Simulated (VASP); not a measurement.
Runs of VASP 6.6.1 on AlCd2. The structure is that of space group Fd-3m (No. 227), or close to it. The cells are those of the table. 

```tsv
task	cell	k mesh	cutoff (eV)	gap on the mesh (eV)	pressure (GPa)	relaxed volume (Å³/atom)
single point	a = 5.802 Å, angles 60.0°, 6 atoms	8 × 8 × 8	520	none	0.2	-
single point	a = 5.636 Å, angles 60.0°, 6 atoms	4 × 4 × 4	520	none	4.9	-
single point	a = 5.818 Å, angles 60.0°, 6 atoms	4 × 4 × 4	520	none	0.5	-
relaxation of cell and atoms	relaxed from a = 5.636 Å, angles 60.0°, 6 atoms	4 × 4 × 4	600	none	0.0	(a)
relaxation of cell and atoms	relaxed from a = 5.818 Å, angles 60.0°, 6 atoms	8 × 8 × 8	600	none	-0.1	(b)
```

Alike in all rows: level PBE; potentials or basis VASP PAW PBE potentials, release 64 (Al, Cd); no spin polarisation; smearing gaussian 0.1 eV.

Task: Estimate the missing entries.

Result: (a) 23.48; (b) 23.13.

Caveats: the cell stands under pressure (at least some runs).

A k mesh can miss the band edges, and the runs leave out spin-orbit coupling on Cd.

A gap of «none» marks levels without a gap at the run's occupations.
